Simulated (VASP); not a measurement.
# Eu2MgSb2 (P4/mmm) in VASP: further runs

Runs on Eu2MgSb2. Level: PBE. Tasks: single point.

Program: VASP 6.6.1. These are calculated values, not measurements. Logs are shortened: lines on timing, memory, paths and dates and some standing lists are left out, and cuts for length are marked.

## 1. The cell of the first run

It takes space group P4/mmm (No. 123, tetragonal). The conventional cell has a = 4.189 Å, b = 4.189 Å, c = 7.733 Å, α = 90.00°, β = 90.00°, γ = 90.00°. Within 3.4 Å of Eu (site symmetry mmm) lie 4 Sb at 2.59 Å and 4 Eu at 2.96 Å. Mg (site symmetry 4/mmm) has 2 Sb at 2.34 Å within 3.1 Å. Within 3.1 Å of Sb (site symmetry 4mm) lie 1 Mg at 2.34 Å and 4 Eu at 2.59 Å and 1 Sb at 3.05 Å.

The cell was generated, and may not be a known phase.

## 2. Single point, PBE, collinear spin, ferromagnetic start

INCAR reads:

```
SYSTEM = Eu2MgSb2
PREC = Accurate
ENCUT = 520
EDIFF = 1E-7
ISMEAR = 0
SIGMA = 0.1
LREAL = .False.
LASPH = .True.
NELM = 150
ALGO = Normal
ISIF = 2
LWAVE = .False.
LCHARG = .False.
ISPIN = 2
MAGMOM = 7 7 0 0 0
LORBIT = 11
LMAXMIX = 6
GGA = PE
NBANDS = 35
```

KPOINTS reads:

```
regular mesh
0
Gamma
  4 4 2
  0 0 0
```

POSCAR reads:

```
Eu2MgSb2
1.0
    4.1888579200      0.0000000000      0.0000000000
    0.0000000000      4.1888579200      0.0000000000
    0.0000000000      0.0000000000      7.7326754700
Eu Mg Sb
2 1 2
Direct
    0.5000000000      0.0000000000      0.0000000000
    0.0000000000      0.5000000000      0.0000000000
    0.0000000000      0.0000000000      0.5000000000
    0.0000000000      0.0000000000      0.8028007300
    0.0000000000      0.0000000000      0.1971992700
```

Potentials or basis: VASP PAW PBE potentials, release 64 (Eu, Mg, Sb).

The run is started by

```
cat potpaw_PBE.64/Eu/POTCAR potpaw_PBE.64/Mg/POTCAR potpaw_PBE.64/Sb/POTCAR > POTCAR
mpirun -np 1 vasp_std > vasp.out
```

OUTCAR:

```text
SYSTEM = Eu2MgSb2
   PREC = Accurate
   ENCUT = 520
   EDIFF = 1E-7
   ISMEAR = 0
   LREAL = .False.
   LASPH = .True.
   NELM = 150
   ISIF = 2
   ISPIN = 2
   LORBIT = 11
   GGA = PE

 ion  position               nearest neighbor table
   1  0.500  0.000  0.000-   4 2.59   5 2.59   4 2.59   5 2.59   2 2.96   2 2.96   2 2.96   2 2.96

   2  0.000  0.500  0.000-   4 2.59   5 2.59   4 2.59   5 2.59   1 2.96   1 2.96   1 2.96   1 2.96

   3  0.000  0.000  0.500-   4 2.34   5 2.34
   4  0.000  0.000  0.803-   3 2.34   2 2.59   1 2.59   2 2.59   1 2.59   5 3.05
   5  0.000  0.000  0.197-   3 2.34   2 2.59   1 2.59   2 2.59   1 2.59   4 3.05

  LATTYP: Found a simple tetragonal cell.
 ALAT       =     4.1888579200
 C/A-ratio  =     1.8460104443

  Lattice vectors:

 A1 = (   4.1888579200,   0.0000000000,   0.0000000000)
 A2 = (   0.0000000000,   4.1888579200,   0.0000000000)
 A3 = (   0.0000000000,   0.0000000000,   7.7326754700)

Analysis of symmetry for initial positions (statically):
=====================================================================
 Subroutine PRICEL returns:
 Original cell was already a primitive cell.

 Routine SETGRP: Setting up the symmetry group for a
 simple tetragonal supercell.

 Subroutine GETGRP returns: Found 16 space group operations
 (whereof 16 operations were pure point group operations)
 out of a pool of 16 trial point group operations.

The static configuration has the point symmetry D_4h.

Analysis of symmetry for dynamics (positions and initial velocities):
=====================================================================
 Subroutine PRICEL returns:
 Original cell was already a primitive cell.

 Routine SETGRP: Setting up the symmetry group for a
 simple tetragonal supercell.

 Subroutine GETGRP returns: Found 16 space group operations
 (whereof 16 operations were pure point group operations)
 out of a pool of 16 trial point group operations.

The dynamic configuration has the point symmetry D_4h.

Analysis of structural, dynamic, and magnetic symmetry:
=====================================================================
 Subroutine PRICEL returns:
 Original cell was already a primitive cell.

 Routine SETGRP: Setting up the symmetry group for a
 simple tetragonal supercell.

 Subroutine GETGRP returns: Found 16 space group operations
 (whereof 16 operations were pure point group operations)
 out of a pool of 16 trial point group operations.

The overall configuration has the point symmetry D_4h.

 Subroutine INISYM returns: Found 16 space group operations
 (whereof 16 operations are pure point group operations),
 and found     1 'primitive' translations

----------------------------------------------------------------------------------------

                                     Primitive cell

  volume of cell :     135.6816

  direct lattice vectors                    reciprocal lattice vectors
     4.188857920  0.000000000  0.000000000     0.238728555  0.000000000  0.000000000
     0.000000000  4.188857920  0.000000000     0.000000000  0.238728555  0.000000000
     0.000000000  0.000000000  7.732675470     0.000000000  0.000000000  0.129321346

  length of vectors
     4.188857920  4.188857920  7.732675470     0.238728555  0.238728555  0.129321346

  position of ions in fractional coordinates (direct lattice)
     0.500000000  0.000000000  0.000000000
     0.000000000  0.500000000  0.000000000
     0.000000000  0.000000000  0.500000000
     0.000000000  0.000000000  0.802800730
     0.000000000  0.000000000  0.197199270

  ion indices of the primitive-cell ions
   primitive index   ion index
                 1           1
                 2           2
                 3           3
                 4           4
                 5           5

[... 30 lines left out ...]
  0.500000  0.000000  0.000000      2.000000
  0.250000  0.250000  0.000000      4.000000
  0.500000  0.250000  0.000000      4.000000
  0.500000  0.500000  0.000000      1.000000
  0.000000  0.000000  0.500000      1.000000
  0.250000  0.000000  0.500000      4.000000
  0.500000  0.000000  0.500000      2.000000
  0.250000  0.250000  0.500000      4.000000
  0.500000  0.250000  0.500000      4.000000
  0.500000  0.500000  0.500000      1.000000
   k-points           NKPTS =     12   k-points in BZ     NKDIM =     12   number of bands    NBANDS=     35
   number of dos      NEDOS =    301   number of ions     NIONS =      5
   total plane-waves  NPLWV =  61440
   dimension x,y,z NGX =    32 NGY =   32 NGZ =   60
   dimension x,y,z NGXF=    64 NGYF=   64 NGZF=  120
   ions per type =               2   1   2
   NGX,Y,Z   is equivalent  to a cutoff of  12.70, 12.70, 12.90 a.u.
   NGXF,Y,Z  is equivalent  to a cutoff of  25.40, 25.40, 25.80 a.u.
 SYSTEM =  Eu2MgSb2
   PREC   = accura    normal or accurate (medium, high low for compatibility)
   ISTART =      0    job   : 0-new  1-cont  2-samecut
   ICHARG =      2    charge: 1-file 2-atom 10-const
   ISPIN  =      2    spin polarized calculation?
   LNONCOLLINEAR =      F non collinear calculations
   LSORBIT =      F    spin-orbit coupling
   LASPH  =      T    aspherical Exc in radial PAW
   ENCUT  =  520.0 eV  38.22 Ry    6.18 a.u.   7.79  7.79 14.38*2*pi/ulx,y,z
   NELM   =    150;   NELMIN=  2; NELMDL= -5     # of ELM steps
   EDIFF  = 0.1E-06   stopping-criterion for ELM
   LREAL  =      F    real-space projection
   EDIFFG = 0.1E-05   stopping-criterion for IOM
   NSW    =      0    number of steps for IOM
   IBRION =     -1    ionic relax: 0-MD 1-quasi-New 2-CG
   NFREE  =      0    steps in history (QN), initial steepest desc. (CG)
   ISIF   =      2    stress and relaxation
   ISYM   =      2    0-nonsym 1-usesym 2-fastsym
   POTIM  = 0.5000    time-step for ionic-motion
   TEBEG  =    0.0;   TEEND  =   0.0 temperature during run
   PSTRESS=    0.0 pullay stress
   NELECT =      46.0000    total number of electrons
   NUPDOWN=      -1.0000    fix difference up-down
   EMIN   =  10.00;   EMAX   =-10.00  energy-range for DOS
   EFERMI =   0.00;   METHOD = LEGACY
   ISMEAR =     0;   SIGMA  =   0.10  broadening in eV -4-tet -1-fermi 0-gaus
   EFERMI_NEDOS =   21; number of points for ismear=-14 and -15
   IALGO  =     38    algorithm
   IMIX   =      4    mixing-type and parameters
     AMIX     =   0.40;   BMIX     =  1.00
     AMIX_MAG =   1.60;   BMIX_MAG =  1.00
  volume/ion in A,a.u.               =      27.14       183.12
  Fermi-wavevector in a.u.,A,eV,Ry     =   1.141529  2.157178 17.729607  1.303089
  Thomas-Fermi vector in A             =   2.278229
   LORBIT       =     11    0 simple, 1 ext, 2 COOP (PROOUT), +10 PAW based schemes
   GGA     = PE    functional components
   LHFCALC =     F    Hartree Fock is set to
   AEXX    =    0.0000 exact exchange contribution
   IVDW    =     0    specifies the selected vdW correction
   LEPSILON=     F    determine dielectric tensor
   LRPA    =     F    only Hartree local field effects (RPA)
 spin polarized calculation
 Gauss-broadening in eV      SIGMA  =   0.10
  energy-cutoff  :      520.00
  volume of cell :      135.68
 maximum number of plane-waves:      3685
 NGX is ok and might be reduce to    32
   NGX = 15   NGY = 15   NGZ = 29

 number of electron      45.9999995 magnetization      14.0031969

 Free energy of the ion-electron system (eV)
  ---------------------------------------------------
  ext. energy  EPLUGINS =         0.00000000
  ---------------------------------------------------
  free energy    TOTEN  =       -23.06522017 eV

  energy without entropy =      -23.04165059  energy(sigma->0) =      -23.05343538

 E-fermi :   4.8629     XC(G=0):  -9.3136

 val. band max:        4.8403155691   @ k =   0.5000   0.0000   0.0000
 cond. band min:       4.8634257251   @ k =   0.5000   0.0000   0.0000
 fundamental gap:      0.0231101560
 Fermi energy:         4.8628575872

 spin component 1

 k-point     1 :       0.0000    0.0000    0.0000
  band No.  band energies     occupation
      1     -36.8326      1.00000
      2     -36.2170      1.00000
      3     -16.7827      1.00000
      4     -16.7827      1.00000
      5     -16.0620      1.00000
      6     -14.9791      1.00000
[... 445 lines left out ...]
     34       7.2774      0.00000
     35       7.7313      0.00000
 Fermi energy:         4.8628575872

 spin component 2

 k-point     1 :       0.0000    0.0000    0.0000
  band No.  band energies     occupation
      1     -33.8563      1.00000
      2     -33.1468      1.00000
      3     -14.6537      1.00000
      4     -14.6537      1.00000
      5     -14.1148      1.00000
      6     -12.7555      1.00000
[... 445 lines left out ...]
     34       9.2204      0.00000
     35       9.2660      0.00000

------------------------ aborting loop because EDIFF is reached ----------------------------------------

  FORCE on cell =-STRESS in cart. coord.  units (eV):
  Direction    XX          YY          ZZ          XY          YZ          ZX
  --------------------------------------------------------------------------------------
  -------------------------------------------------------------------------------------
  Total       32.8619387     32.8619387     50.3406453      0.0000000     -0.0000000      0.0000000
  in kB      388.0455609    388.0455609    594.4403986      0.0000000     -0.0000000      0.0000000
  external PRESSURE =     456.8438402 kB  Pullay stress =       0.0000000 kB

 VOLUME and BASIS-vectors are now :
 -----------------------------------------------------------------------------
  energy-cutoff  :      520.00
  volume of cell :      135.68
      direct lattice vectors                 reciprocal lattice vectors
     4.188857920  0.000000000  0.000000000     0.238728555  0.000000000  0.000000000
     0.000000000  4.188857920  0.000000000     0.000000000  0.238728555  0.000000000
     0.000000000  0.000000000  7.732675470     0.000000000  0.000000000  0.129321346

 POSITION                                       TOTAL-FORCE (eV/Angst)
 -----------------------------------------------------------------------------------
      2.09443      0.00000      0.00000         0.000000      0.000000      0.000000
      0.00000      2.09443      0.00000         0.000000      0.000000      0.000000
      0.00000      0.00000      3.86634         0.000000      0.000000      0.000000
      0.00000      0.00000      6.20780        -0.000000      0.000000     -7.701532
      0.00000      0.00000      1.52488         0.000000      0.000000      7.701532
 -----------------------------------------------------------------------------------
    total drift:                                0.000000      0.000000     -0.000000

  FREE ENERGIE OF THE ION-ELECTRON SYSTEM (eV)
  ---------------------------------------------------
  free  energy   TOTEN  =       -23.0652201736 eV

  energy  without entropy=      -23.0416505868  energy(sigma->0) =      -23.05343538

 total charge

# of ion       s       p       d       f       tot
--------------------------------------------------
    1        2.107   5.743   1.052   6.516  15.417
    2        2.107   5.743   1.052   6.516  15.417
    3        0.270   0.167   0.028   0.000   0.464
    4        1.198   1.649   0.059   0.000   2.906
    5        1.198   1.649   0.059   0.000   2.906
--------------------------------------------------
tot          6.880  14.951   2.249  13.031  37.111

 magnetization (x)

# of ion       s       p       d       f       tot
--------------------------------------------------
    1        0.011  -0.081   0.313   6.378   6.622
    2        0.011  -0.081   0.313   6.378   6.622
    3        0.009  -0.013  -0.001   0.000  -0.005
    4       -0.013  -0.044   0.018   0.000  -0.039
    5       -0.013  -0.044   0.018   0.000  -0.039
--------------------------------------------------
tot          0.006  -0.264   0.660  12.757  13.159
```

Run time: 4.2 min. Hardware: 1 thread of Intel Xeon Platinum 8259CL at 2.50GHz (Skylake/Cascade Lake), shared host; peak memory 0.35 GiB.

What came out:

* Free energy: -23.0652 eV
* Pressure: 45.7 GPa
* Largest force: 7.702 eV/Å
* Band gap on the k mesh: zero (filled and empty bands overlap)
* Net moment: 14.00 μB per cell
* Site moments: Eu +6.62; Mg -0.01; Sb -0.04 μB
* Valence electrons inside the program's atomic spheres: Eu 15.42; Mg 0.46; Sb 2.91

Forces on the atoms (eV/Å):
```
Eu   0.000  0.000  0.000
Eu   0.000  0.000  0.000
Mg   0.000  0.000  0.000
Sb   0.000  0.000 -7.702
Sb   0.000  0.000  7.702
```

Stress tensor (GPa, compression positive):
```
38.80  0.00  0.00
 0.00 38.80  0.00
 0.00  0.00 59.44
```

Levels at points of the mesh, in eV from the Fermi level:
Spin up:
```
           k point  band 26  band 27  band 28  band 29  band 30  band 31  band 32  band 33  band 34  band 35
(0.00, 0.00, 0.00)    -0.49    -0.49    -0.45    -0.45    -0.14     0.79     0.79     1.60     2.49     2.67
(0.50, 0.00, 0.00)    -0.59    -0.58    -0.36    -0.02     0.00     0.61     1.24     1.48     2.33     2.47
(0.50, 0.50, 0.00)    -0.62    -0.49    -0.49    -0.48    -0.44    -0.40     0.04     0.04     1.85     2.50
(0.00, 0.00, 0.50)    -0.49    -0.49    -0.45    -0.45    -0.23     1.08     1.08     2.04     2.77     3.19
(0.50, 0.00, 0.50)    -0.59    -0.58    -0.42    -0.37     0.06     0.63     1.41     2.31     2.33     2.44
(0.50, 0.50, 0.50)    -0.48    -0.44    -0.40    -0.29    -0.29    -0.18    -0.17    -0.17     2.41     2.87
```
Spin down:
```tsv
k point	band 12	band 13	band 14	band 15	band 16	band 17	band 18	band 19	band 20	band 21
(0.00, 0.00, 0.00)	-2.81	-2.81	-1.38	-0.32	-0.27	0.09	0.09	0.36	2.94	3.07
(0.50, 0.00, 0.00)	-3.51	-2.33	-1.78	-1.18	0.13	0.70	1.52	1.66	2.37	2.69
(0.50, 0.50, 0.00)	-3.48	-2.38	-1.52	-0.73	-0.73	-0.60	0.51	0.51	1.93	2.74
(0.00, 0.00, 0.50)	-2.86	-2.86	-2.21	-1.23	-0.32	0.35	0.35	2.67	2.79	3.07
(0.50, 0.00, 0.50)	-3.16	-2.69	-2.42	-2.38	0.30	0.85	1.64	2.35	2.69	2.80
(0.50, 0.50, 0.50)	-3.29	-2.84	-1.59	-1.43	-1.43	-0.69	0.98	0.98	2.51	2.84
```

Caveat: the k points lie up to 0.41 Å⁻¹ apart, too coarse for converged energies and pressures of a metal; spin-orbit coupling is left out, which moves the levels of the heavy elements; semilocal functionals describe open f shells poorly, which spoils levels, moments and volumes; forces of over 1 eV/Å act on the atoms, so gaps and moduli don't describe the material at rest.

## 3. Single point, PBE, collinear spin, ferromagnetic start

This run uses another cell than the first one, of 53.82 Å³/atom.

INCAR reads:

```
ALGO     = Fast           # electronic algorithm
EDIFF    = 1E-6           # SCF threshold, eV
ENCUT    = 520            # plane-wave cutoff, eV
GGA      = PE             # functional
ISIF     = 2              # what is computed and relaxed
ISMEAR   = 0              # smearing method
ISPIN    = 2              # spin polarisation
LASPH    = True           # aspherical terms in the spheres
LCHARG   = False          # write CHGCAR
LMAXMIX  = 6              # l up to which the mixer works
LORBIT   = 11             # projections on sites
LREAL    = False          # projectors in reciprocal space
LWAVE    = False          # write WAVECAR
MAGMOM   = 7 7 0 0 0      # initial moments
NBANDS   = 35             # bands
NELM     = 150            # most SCF steps
PREC     = Accurate       # precision mode
SIGMA    = 0.1            # smearing width, eV
```

KPOINTS reads:

```
k-points
0
Gamma
  4 4 2
```

POSCAR reads:

```
Eu2MgSb2
1.0
    5.4595547308      0.0000000000      0.0000000000
    0.0000000000      5.4595547308      0.0000000000
    0.0000000000      0.0000000000      9.0283300529
Eu Mg Sb
2 1 2
Direct
    0.5000000000      0.0000000000      0.0000000000
    0.0000000000      0.5000000000      0.0000000000
    0.0000000000      0.0000000000      0.5000000000
    0.0000000000      0.0000000000      0.7973905603
    0.0000000000      0.0000000000      0.2026094397
```

Potentials or basis: VASP PAW PBE potentials, release 64 (Eu, Mg, Sb).

The run is started by

```
cat potpaw_PBE.64/Eu/POTCAR potpaw_PBE.64/Mg/POTCAR potpaw_PBE.64/Sb/POTCAR > POTCAR
mpirun -np 1 vasp_std > vasp.out
```

Wall time 23 min (1 thread of Intel Xeon Platinum 8259CL at 2.50GHz (Skylake/Cascade Lake), shared host); peak memory 0.6 GiB.

Results (log left out):

| Item | Value |
| --- | --- |
| Free energy | -33.9891 eV |
| Pressure | 0.0 GPa |
| Largest force | 0.027 eV/Å |
| Net moment | 13.88 μB per cell |
| Site moments | Eu +6.61; Mg -0.01; Sb -0.08 μB |
| Valence electrons inside the program's atomic spheres | Eu 14.73; Mg 0.34; Sb 2.51 |

Forces in eV/Å, atoms in the order of the input:
```
Eu   0.000  0.000  0.000
Eu   0.000  0.000  0.000
Mg   0.000  0.000  0.000
Sb   0.000  0.000  0.027
Sb   0.000  0.000 -0.027
```

Levels at points of the mesh, in eV from the Fermi level:
Spin up:
```tsv
k point	band 27	band 28	band 29	band 30	band 31	band 32	band 33	band 34
(0.00, 0.00, 0.00)	-0.25	-0.23	-0.09	-0.09	0.34	0.40	0.99	2.11
(0.50, 0.00, 0.00)	-0.28	-0.20	-0.19	0.03	0.21	1.45	1.51	1.66
(0.50, 0.50, 0.00)	-0.24	-0.23	0.00	0.00	0.63	0.70	0.83	0.83
(0.00, 0.00, 0.50)	-0.25	-0.23	-0.16	-0.04	-0.04	0.34	2.28	2.33
(0.50, 0.00, 0.50)	-0.28	-0.23	-0.21	-0.19	0.28	1.44	1.78	2.18
(0.50, 0.50, 0.50)	-0.24	-0.23	-0.12	-0.12	0.60	0.73	1.12	1.12
```
Spin down:
```tsv
k point	band 12	band 13	band 14	band 15	band 16	band 17	band 18	band 19	band 20	band 21
(0.00, 0.00, 0.00)	-1.10	-1.10	-0.62	-0.62	-0.35	-0.20	1.16	1.22	2.48	2.71
(0.50, 0.00, 0.00)	-2.21	-0.93	-0.92	-0.74	-0.44	1.17	1.70	1.73	2.22	2.24
(0.50, 0.50, 0.00)	-2.21	-2.21	-0.63	-0.61	-0.61	1.26	1.35	1.35	1.69	2.43
(0.00, 0.00, 0.50)	-1.93	-1.18	-1.18	-0.49	-0.49	-0.31	1.23	2.36	2.66	2.88
(0.50, 0.00, 0.50)	-2.10	-1.93	-1.19	-1.01	-0.64	1.29	2.25	2.31	2.36	2.64
(0.50, 0.50, 0.50)	-2.14	-1.96	-1.90	-0.88	-0.88	1.19	1.79	1.92	1.92	2.89
```

Caveat: spin-orbit coupling is left out, which moves the levels of the heavy elements; semilocal functionals describe open f shells poorly, which spoils levels, moments and volumes.

The gap in the log of VASP goes by the Fermi energy; the results here count the filled bands.